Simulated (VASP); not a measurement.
A run of VASP 6.6.1:

The input INCAR:

```
PREC = Accurate
ENCUT = 520
EDIFF = 1E-6
ISMEAR = 0
SIGMA = 0.05
LREAL = False
LASPH = True
NELM = 60
ALGO = Normal
ISIF = 2
LWAVE = False
LCHARG = True
GGA = PS
LELF = True
LVHAR = True
NBANDS = 22
```

File KPOINTS:

```
regular mesh
0
Gamma
  4 4 2
```

The input POSCAR:

```
F
1.0
    2.9537033374     -1.7813164107     -0.2278150825
    2.9537033374      1.7813164107     -0.2278150825
   -2.1959000118      0.0000000000      7.1233033672
F
4
Direct
    0.0848459664      0.0848459664      0.0940038325
    0.9151540336      0.9151540336      0.9059961675
    0.5015719855      0.5015719855      0.5937195244
    0.4984280145      0.4984280145      0.4062804756
```

Potentials or basis: VASP PAW PBE potentials, release 64 (F).

Run with:

```sh
$ cat potpaw_PBE.64/F/POTCAR > POTCAR
$ mpirun -np 1 vasp_std > vasp.out
```

Hardware: 1 thread of AMD EPYC 7R13 (shared host).

Problem. Estimate the wall time of this run.

Solution. Run time: 31 s on 1 thread of AMD EPYC 7R13, with other jobs on the host, peak memory 0.16 GiB. Counts: scf iterations 12, k points 14.
